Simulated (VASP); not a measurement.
# Hf in VASP: single point with PBE+D3(BJ)

Aim: the single point of Hf with PBE+D3(BJ).

Program: VASP 6.6.1. These are calculated values, not measurements. Logs are shortened: lines on timing, memory, paths and dates and some standing lists are left out, and cuts for length are marked.

### Step 1. The cell of the first run

The cell holds a slab with vacuum, 12 atoms: a = 6.349 Å, b = 6.349 Å, c = 23.307 Å, α = 90.00°, β = 90.00°, γ = 120.00°.

### Step 2. Single point, PBE+D3(BJ)

File INCAR:

```
  PREC = Accurate
  ENCUT = 400
  EDIFF = 1E-6
  ISMEAR = 1
  SIGMA = 0.1
  LREAL = F
  LASPH = T
  NELM = 120
  ALGO = Normal
  ISIF = 2
  LWAVE = F
  LCHARG = F
  LDIPOL = T
  IDIPOL = 3
  DIPOL = 0.5 0.5 0.405
  GGA = PE
  IVDW = 12
  NBANDS = 72
  GGA_COMPAT = F
  NELMDL = -8
```

File KPOINTS:

```
Automatic mesh
0
Gamma
  6 6 1
```

File POSCAR:

```
Hf
1.0
    6.3486193885      0.0000000000      0.0000000000
   -3.1743096942      5.4980656694      0.0000000000
    0.0000000000      0.0000000000     23.3067976068
Hf
12
Direct
    0.3333333333      0.1666666667      0.3003415621
    0.3333333333      0.6666666667      0.3003415621
    0.8333333333      0.1666666667      0.3003415621
    0.8333333333      0.6666666667      0.3003415621
    0.1666666667      0.3333333333      0.4035263162
    0.1717972493      0.8391435285      0.4031266932
    0.6673462791      0.3282027507      0.4031266932
    0.6608564715      0.8326537209      0.4031266932
    0.3367108347      0.1750678158      0.5108944842
    0.3249321842      0.6616430189      0.5108944842
    0.8383569811      0.1632891653      0.5108944842
    0.8333333333      0.6666666667      0.5076016365
```

Potentials or basis: VASP PAW PBE potentials, release 64 (Hf_pv).

Run with:

```sh
$ cat potpaw_PBE.64/Hf_pv/POTCAR > POTCAR
$ mpirun -np 1 vasp_std > vasp.out
```

OUTCAR:

```text
PREC = Accurate
   ENCUT = 400
   EDIFF = 1E-6
   ISMEAR = 1
   LREAL = F
   LASPH = T
   NELM = 120
   ISIF = 2
   GGA = PE
   IVDW = 12
   NELMDL = -8
 IVDW          = 12

 ion  position               nearest neighbor table
   1  0.333  0.167  0.300-   6 3.00   7 3.02   5 3.02   2 3.17   2 3.17   3 3.17   3 3.17   4 3.17
                             4 3.17
   2  0.333  0.667  0.300-   8 3.00   6 3.02   5 3.02   1 3.17   1 3.17   4 3.17   4 3.17   3 3.17
                             3 3.17
   3  0.833  0.167  0.300-   7 3.00   8 3.02   5 3.02   4 3.17   4 3.17   1 3.17   1 3.17   2 3.17
                             2 3.17
   4  0.833  0.667  0.300-   8 3.03   7 3.03   6 3.03   3 3.17   3 3.17   2 3.17   2 3.17   1 3.17
                             1 3.17
   5  0.167  0.333  0.404-   1 3.02   2 3.02   3 3.02   9 3.09  11 3.09  10 3.09   6 3.15   8 3.15
                             7 3.15   7 3.20   8 3.20   6 3.20
   6  0.172  0.839  0.403-   1 3.00   2 3.02   4 3.03  12 3.06  10 3.10   9 3.12   8 3.13   7 3.13
                             5 3.15   5 3.20   8 3.22   7 3.22
   7  0.667  0.328  0.403-   3 3.00   1 3.02   4 3.03  12 3.06   9 3.10  11 3.12   8 3.13   6 3.13
                             5 3.15   5 3.20   8 3.22   6 3.22
   8  0.661  0.833  0.403-   2 3.00   3 3.02   4 3.03  12 3.06  11 3.10  10 3.12   7 3.13   6 3.13
                             5 3.15   5 3.20   7 3.22   6 3.22
   9  0.337  0.175  0.511-   5 3.09   7 3.10   6 3.12  10 3.13  11 3.13  12 3.14  12 3.21  10 3.22
                            11 3.22
  10  0.325  0.662  0.511-   5 3.09   6 3.10   8 3.12   9 3.13  11 3.13  12 3.14  12 3.21   9 3.22
                            11 3.22
  11  0.838  0.163  0.511-   5 3.09   8 3.10   7 3.12   9 3.13  10 3.13  12 3.14  12 3.21   9 3.22
                            10 3.22
  12  0.833  0.667  0.508-   8 3.06   7 3.06   6 3.06  11 3.14   9 3.14  10 3.14  10 3.21   9 3.21
                            11 3.21

  LATTYP: Found a hexagonal cell.
 ALAT       =     6.3486193885
 C/A-ratio  =     3.6711600083

  Lattice vectors:

 A1 = (   6.3486193885,   0.0000000000,   0.0000000000)
 A2 = (  -3.1743096942,   5.4980656694,   0.0000000000)
 A3 = (   0.0000000000,   0.0000000000,  23.3067976068)

Analysis of symmetry for initial positions (statically):
=====================================================================
 Subroutine PRICEL returns:
 Original cell was already a primitive cell.

 Routine SETGRP: Setting up the symmetry group for a
 hexagonal supercell.

 Subroutine GETGRP returns: Found  3 space group operations
 (whereof  1 operations were pure point group operations)
 out of a pool of 24 trial point group operations.

The static configuration has the point symmetry C_1 .
 The point group associated with its full space group is C_3 .

Analysis of symmetry for dynamics (positions and initial velocities):
=====================================================================
 Subroutine PRICEL returns:
 Original cell was already a primitive cell.

 Routine SETGRP: Setting up the symmetry group for a
 hexagonal supercell.

 Subroutine GETGRP returns: Found  3 space group operations
 (whereof  1 operations were pure point group operations)
 out of a pool of 24 trial point group operations.

The dynamic configuration has the point symmetry C_1 .
 The point group associated with its full space group is C_3 .

 Subroutine INISYM returns: Found  3 space group operations
 (whereof  1 operations are pure point group operations),
 and found     1 'primitive' translations

----------------------------------------------------------------------------------------

                                     Primitive cell

  volume of cell :     813.5267

  direct lattice vectors                    reciprocal lattice vectors
     6.348619389  0.000000000  0.000000000     0.157514562  0.090941075  0.000000000
    -3.174309694  5.498065669  0.000000000     0.000000000  0.181882149  0.000000000
     0.000000000  0.000000000 23.306797607     0.000000000  0.000000000  0.042905937

  length of vectors
     6.348619389  6.348619388 23.306797607     0.181882149  0.181882149  0.042905937

  position of ions in fractional coordinates (direct lattice)
     0.333333333  0.166666667  0.300341562
     0.333333333  0.666666667  0.300341562
     0.833333333  0.166666667  0.300341562
[... 36 lines left out ...]
     0.026252427  0.015156846  0.000000000     0.166666667  0.000000000  0.000000000
     0.000000000  0.030313692  0.000000000     0.000000000  0.166666667  0.000000000
     0.000000000  0.000000000  0.042905937     0.000000000  0.000000000  1.000000000

  Length of vectors
     0.030313692  0.030313692  0.042905937

  Shift w.r.t. Gamma in fractional coordinates (k-lattice)
     0.000000000  0.000000000  0.000000000

 Subroutine IBZKPT returns following result:
 ===========================================

 Found      8 irreducible k-points:

 Following reciprocal coordinates:
            Coordinates               Weight
  0.000000  0.000000  0.000000      1.000000
  0.166667  0.000000  0.000000      6.000000
  0.333333 -0.000000  0.000000      6.000000
  0.500000  0.000000  0.000000      3.000000
  0.166667  0.166667  0.000000      6.000000
  0.333333  0.166667  0.000000      6.000000
 -0.333333  0.500000  0.000000      6.000000
  0.333333  0.333333  0.000000      2.000000
   k-points           NKPTS =      8   k-points in BZ     NKDIM =      8   number of bands    NBANDS=     72
   number of dos      NEDOS =    301   number of ions     NIONS =     12
   total plane-waves  NPLWV = 282240
   dimension x,y,z NGX =    42 NGY =   42 NGZ =  160
   dimension x,y,z NGXF=    84 NGYF=   84 NGZF=  320
   ions per type =              12
   NGX,Y,Z   is equivalent  to a cutoff of  11.00, 11.00, 11.41 a.u.
   NGXF,Y,Z  is equivalent  to a cutoff of  22.00, 22.00, 22.83 a.u.
 SYSTEM =  unknown system
   PREC   = accura    normal or accurate (medium, high low for compatibility)
   ISTART =      0    job   : 0-new  1-cont  2-samecut
   ICHARG =      2    charge: 1-file 2-atom 10-const
   ISPIN  =      1    spin polarized calculation?
   LNONCOLLINEAR =      F non collinear calculations
   LSORBIT =      F    spin-orbit coupling
   LASPH  =      T    aspherical Exc in radial PAW
   ENCUT  =  400.0 eV  29.40 Ry    5.42 a.u.  10.35 10.35 38.01*2*pi/ulx,y,z
   NELM   =    120;   NELMIN=  2; NELMDL= -8     # of ELM steps
   EDIFF  = 0.1E-05   stopping-criterion for ELM
   LREAL  =      F    real-space projection
[... 7 lines left out ...]
   TEBEG  =    0.0;   TEEND  =   0.0 temperature during run
   PSTRESS=    0.0 pullay stress
   NELECT =     120.0000    total number of electrons
   NUPDOWN=      -1.0000    fix difference up-down
   EMIN   =  10.00;   EMAX   =-10.00  energy-range for DOS
   EFERMI =   0.00;   METHOD = LEGACY
   ISMEAR =     1;   SIGMA  =   0.10  broadening in eV -4-tet -1-fermi 0-gaus
   EFERMI_NEDOS =   21; number of points for ismear=-14 and -15
   IALGO  =     38    algorithm
   IMIX   =      4    mixing-type and parameters
     AMIX     =   0.40;   BMIX     =  1.00
     AMIX_MAG =   1.60;   BMIX_MAG =  1.00
  volume/ion in A,a.u.               =      67.79       457.50
  Fermi-wavevector in a.u.,A,eV,Ry     =   0.864990  1.634595 10.179994  0.748208
  Thomas-Fermi vector in A             =   1.983168
   LORBIT       =      0    0 simple, 1 ext, 2 COOP (PROOUT), +10 PAW based schemes
   GGA     = PE    functional components
   LHFCALC =     F    Hartree Fock is set to
   AEXX    =    0.0000 exact exchange contribution
   IVDW    =    12    specifies the selected vdW correction
   LEPSILON=     F    determine dielectric tensor
   LRPA    =     F    only Hartree local field effects (RPA)
 non-spin polarized calculation
 Methfessel and Paxton  Order N= 1 SIGMA  =   0.10
  energy-cutoff  :      400.00
  volume of cell :      813.53
 maximum number of plane-waves:     14808
 NGX is ok and might be reduce to    42
   NGX = 21   NGY = 21   NGZ = 77

 dipolmoment           0.000000      0.000000      0.029752 electrons x Angstroem

 number of electron     119.9999997 magnetization

 dipolmoment           0.000000      0.000000     -0.012309 electrons x Angstroem

 Free energy of the ion-electron system (eV)
  ---------------------------------------------------
  ext. energy  EPLUGINS =         0.00000000
  ---------------------------------------------------
  free energy    TOTEN  =      -111.24447257 eV

  energy without entropy =     -111.24594124  energy(sigma->0) =     -111.24496212

 E-fermi :  -1.1350     XC(G=0):  -4.5648

 val. band max:       -1.1439550862   @ k =   0.1667   0.0000   0.0000
 cond. band min:      -1.1262366613   @ k =   0.5000   0.0000   0.0000
 fundamental gap:      0.0177184249
 Fermi energy:        -1.1350119294

 k-point     1 :       0.0000    0.0000    0.0000
  band No.  band energies     occupation
      1     -32.1691      2.00000
      2     -32.1598      2.00000
      3     -32.1598      2.00000
      4     -32.1518      2.00000
      5     -32.1184      2.00000
      6     -32.1184      2.00000
[... 589 lines left out ...]
     71       0.0134     -0.00000
     72       0.0609     -0.00000

------------------------ aborting loop because EDIFF is reached ----------------------------------------

 vacuum level on the upper side and lower side of the slab       (xc-potential included)        -0.175        -0.094

 Edisp (eV)   -3.59824

 E8    (eV) :    -2.0112

  FORCE on cell =-STRESS in cart. coord.  units (eV):
  Direction    XX          YY          ZZ          XY          YZ          ZX
  --------------------------------------------------------------------------------------
  -------------------------------------------------------------------------------------
  Total      -9.13677    -9.13677    -1.58813     0.00000     0.00000    -0.00000
  in kB     -17.99416   -17.99416    -3.12770     0.00000     0.00000    -0.00000
  external pressure =      -13.04 kB  Pullay stress =        0.00 kB

 VOLUME and BASIS-vectors are now :
 -----------------------------------------------------------------------------
  energy-cutoff  :      400.00
  volume of cell :      813.53
      direct lattice vectors                 reciprocal lattice vectors
     6.348619389  0.000000000  0.000000000     0.157514562  0.090941075  0.000000000
    -3.174309694  5.498065669  0.000000000     0.000000000  0.181882149  0.000000000
     0.000000000  0.000000000 23.306797607     0.000000000  0.000000000  0.042905937

 POSITION                                       TOTAL-FORCE (eV/Angst)
 -----------------------------------------------------------------------------------
      1.58715      0.91634      7.00000         0.000678      0.047819     -0.112957
     -0.00000      3.66538      7.00000        -0.041752     -0.023322     -0.112957
      4.76146      0.91634      7.00000         0.041073     -0.024497     -0.112957
      3.17431      3.66538      7.00000         0.000000      0.000000     -0.048267
      0.00000      1.83269      9.40491         0.000000      0.000000      0.307337
     -1.57303      4.61367      9.39559        -0.133339     -0.125627      0.337843
      3.19491      1.80448      9.39559        -0.042127      0.178289      0.337843
      1.55243      4.57798      9.39559         0.175466     -0.052661      0.337843
      1.58193      0.96253     11.90731         0.056343     -0.177496     -0.320778
     -0.03739      3.63776     11.90731         0.125545      0.137542     -0.320778
      4.80408      0.89777     11.90731        -0.181887      0.039954     -0.320778
      3.17431      3.66538     11.83057         0.000000      0.000000      0.028608
 -----------------------------------------------------------------------------------
    total drift:                                0.000001     -0.000000     -0.001145

  FREE ENERGIE OF THE ION-ELECTRON SYSTEM (eV)
  ---------------------------------------------------
  free  energy   TOTEN  =      -114.8427093294 eV

  energy  without entropy=     -114.8441780030  energy(sigma->0) =     -114.84319889

 vacuum level on the upper side and lower side of the slab         2.927         3.000
```

Wall time 30 min (1 thread of Oxide Virtual Turin-like, shared host); peak memory 0.63 GiB.

What came out:

| Property | Result |
| --- | --- |
| Free energy | -114.8427 eV |
| Largest force | 0.384 eV/Å |
| Band gap on the k mesh | zero (bands 60 and 61 overlap by 0.98 eV) |
| Dispersion energy per atom | -0.300 eV |

Forces on the atoms (eV/Å):
```
Hf   0.001  0.048 -0.113
Hf  -0.042 -0.023 -0.113
Hf   0.041 -0.024 -0.113
Hf   0.000  0.000 -0.048
Hf   0.000  0.000  0.307
Hf  -0.133 -0.126  0.338
Hf  -0.042  0.178  0.338
Hf   0.175 -0.053  0.338
Hf   0.056 -0.177 -0.321
Hf   0.126  0.138 -0.321
Hf  -0.182  0.040 -0.321
Hf   0.000  0.000  0.029
```

Caveat: spin-orbit coupling is left out, which moves the levels of the heavy elements.
